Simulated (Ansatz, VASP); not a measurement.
# Two plane-wave programs on AgI

```
Ag I
1.0
     4.65074    0.00000    0.00000
    -2.32537    4.02766    0.00000
     0.00000    0.00000    7.59972
Ag I
2 2
Cartesian
  2.3254 1.3426 4.7690
  0.0000 2.6851 0.9691
  2.3254 1.3426 0.0188
  0.0000 2.6851 3.8187
```

Alike in both runs: task single point; functional PBE; k mesh 4 × 4 × 4; no spin polarisation.

```csv
,VASP,Ansatz
version,VASP 6.6.1,Ansatz 0.2.0
potentials or method,"VASP PAW PBE potentials, release 64 (Ag, I)",plane waves
plane-wave cutoff (eV),500,420
occupations,"gaussian, width 0.01 eV",fixed
valence electrons in the cell,36,72
```

|  | VASP | Ansatz | Ansatz less VASP |
| --- | --- | --- | --- |
| gap on the k mesh at the Fermi level (eV) | 1.37 | 1.37 | -0.002 |
| pressure (GPa) | 0.6 | 0.7 | +0.06 |
| rms of the force components (eV/Å) | 0.005 | 0.005 | +0.0003 |

Atom by atom the forces differ by 0.000 eV/Å (rms over components). VASP's potentials hold 36 valence electrons a cell and Ansatz's 72, so a difference there can come from the potentials and not from the codes.

Neither program's run includes spin-orbit coupling.
